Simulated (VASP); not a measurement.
Set up this calculation in VASP 6.6.1, as the native input.

* Task: single point
* Functional: PBE
* Potentials or basis: VASP PAW PBE potentials, release 64 (Zn, Se)
* Cutoff: 520 eV
* k mesh: 8 × 8 × 8
* Occupations: gaussian, width 0.02 eV
* Spin: no spin polarisation
* Dipole correction: no
* Further INCAR settings: ALGO = Normal; EDIFF = 1e-07; NBANDS = 16

The structure of ZnSe lies in POSCAR:

```
ZnSe
1.0
    0.0000000000      3.0064214086      3.0064214086
    3.0064214086      0.0000000000      3.0064214086
    3.0064214086      3.0064214086      0.0000000000
Zn Se
1 1
Direct
    0.0000000000      0.0000000000      0.0000000000
    0.7500000000      0.7500000000      0.7500000000
```

This cell differs from its parent crystal: Hg replaced by Zn, lengths x 0.976, strained.

One way to write it, as run:

INCAR

```
SYSTEM = ZnSe
ALGO = Normal ; EDIFF = 1E-7
ENCUT = 520 ; GGA = PE
ISIF = 2 ; ISMEAR = 0
LASPH = .True. ; LCHARG = .False.
LREAL = .False. ; LWAVE = .False.
NBANDS = 16 ; NELM = 100
PREC = Accurate ; SIGMA = 0.02
```

KPOINTS

```
k-points
0
Gamma
  8 8 8
  0 0 0
```

Potentials or basis: VASP PAW PBE potentials, release 64 (Zn, Se).

Run with:

```console
$ cat potpaw_PBE.64/Zn/POTCAR potpaw_PBE.64/Se/POTCAR > POTCAR
$ mpirun -np 1 vasp_std > vasp.out
```

It gave:

```
Pressure               : -5.7 GPa
Band gap on the k mesh : 0.63 eV, direct
```

Caveat: the cell differs from its parent crystal (Hg replaced by Zn, lengths x 0.976, strained).

Wall time 41 s on 1 thread of AMD EPYC 7R43 64-Core Processor (Zen 3) (shared host), peak memory 0.15 GiB.
